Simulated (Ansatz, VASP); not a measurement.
**FeO in VASP and in Ansatz**

```
Fe O
1.0
     0.00000    2.15540    2.15540
     2.15540    0.00000    2.15540
     2.15540    2.15540    0.00000
Fe O
1 1
Direct
  0.00000 0.00000 0.00000
  0.50000 0.50000 0.50000
```

Alike in both runs: task relaxation of cell and atoms; functional PBE; dispersion D4; k mesh 11 × 11 × 11; occupations fermi-dirac, width 0.05 eV; collinear spin.

```csv
,VASP,Ansatz
version,VASP 6.6.1,Ansatz 0.2.0
potentials or method,"VASP PAW PBE potentials, release 64 (Fe, O)",Ansatz PAW
plane-wave cutoff (eV),600,420
valence electrons in the cell,14,22
```

Ansatz gave:

- net moment per atom (μB): 2.00
- size of the moment on the site where the two differ most (μB): 3.44
- relaxed volume (Å³/atom): 9.84
- relaxed cell length with the largest relative difference (Å): 3.030

Question: What did VASP give for the same quantities?

Answer: net moment per atom (μB): 2.00; size of the moment on the site where the two differ most (μB): 3.62; relaxed volume (Å³/atom): 9.84; relaxed cell length with the largest relative difference (Å): 3.030.

Site moments also hang on the region over which each program counts them. VASP's potentials hold 14 valence electrons a cell and Ansatz's 22, so a difference there can come from the potentials and not from the codes.

Noted on Ansatz's run: the plane-wave basis is chosen anew once the cell has moved, so the energies of steps on either side of that aren't comparable.
